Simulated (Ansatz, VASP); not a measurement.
# One calculation of TiO2, two programs

```
Ti O
1.0
    -1.92613    1.92613    4.88830
     1.92613   -1.92613    4.88830
     1.92613    1.92613   -4.88830
Ti O
2 4
Direct
  0.00000 0.00000 0.00000
  0.75000 0.25000 0.50000
  0.20482 0.20482 0.00000
  0.95482 0.45482 0.50000
  0.54518 0.04518 0.50000
  0.79518 0.79518 0.00000
```

Alike in both runs: functional r2SCAN; k mesh 10 × 10 × 10; occupations fermi-dirac, width 0.02 eV; no spin polarisation.

Ansatz relaxed the structure, and its values are those at the end. VASP's run is a single point on that final structure, the one shown.

```csv
,VASP,Ansatz
version,VASP 6.6.1,Ansatz 0.2.0
potentials or method,"VASP PAW PBE potentials, release 64 (Ti_sv, O), cutoff 520 eV",PAW plane waves
valence electrons in the cell,48,48
```

Ansatz gave:

| Property | Result |
| --- | --- |
| gap on the k mesh at the Fermi level (eV) | 2.47 |
| pressure (GPa) | -10.6 |
| rms of the force components (eV/Å) | 0.004 |

Q: Estimate VASP's values.

A: gap on the k mesh at the Fermi level (eV): 2.49; pressure (GPa): -9.6; rms of the force components (eV/Å): 0.019.

VASP's potentials were made for PBE, not for r2SCAN. Ansatz's warnings: stress scf threshold loose.
